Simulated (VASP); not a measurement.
A run of VASP 6.6.1:

The input INCAR:

```
PREC = Accurate
ENCUT = 520
EDIFF = 1E-6
ISMEAR = -1
SIGMA = 0.05
LREAL = False
LASPH = True
NELM = 150
ALGO = Normal
ISIF = 2
LWAVE = False
LCHARG = False
ISPIN = 2
MAGMOM = 1 1 0 0.6 0
LORBIT = 11
LMAXMIX = 4
GGA = PE
NBANDS = 40
```

The input KPOINTS:

```
regular mesh
0
Gamma
  8 8 2
```

File POSCAR:

```
NiMoIrPdW
1.0
    2.7971102189      0.0000000000      0.0000000000
   -1.3985551094      2.4223628186      0.0000000000
    0.0000000000      0.0000000000     11.4897443506
Ni Mo Pd Ir W
1 1 1 1 1
Direct
    0.0000000000      0.0000000000      0.7091700000
    0.6666700000      0.3333300000      0.2942500000
    0.6666700000      0.3333300000      0.8990100000
    0.0000000000      0.0000000000      0.1060400000
    0.6666700000      0.3333300000      0.5292100000
```

Potentials or basis: VASP PAW PBE potentials, release 64 (Ni, Mo_sv, Pd, Ir, W_sv).

Command:

```sh
$ cat potpaw_PBE.64/Ni/POTCAR potpaw_PBE.64/Mo_sv/POTCAR potpaw_PBE.64/Pd/POTCAR potpaw_PBE.64/Ir/POTCAR potpaw_PBE.64/W_sv/POTCAR > POTCAR
$ mpirun -np 1 vasp_std > vasp.out
```

Hardware: 1 thread of AMD EPYC 9R45 96-Core Processor (Zen 5), with other jobs on the host.

Q: How long does it take, and how much memory?

A: Run time: 4.7 min on 1 thread of AMD EPYC 9R45 96-Core Processor (Zen 5), on a shared host, peak memory 0.39 GiB. Counts: scf iterations 24, k points 42.
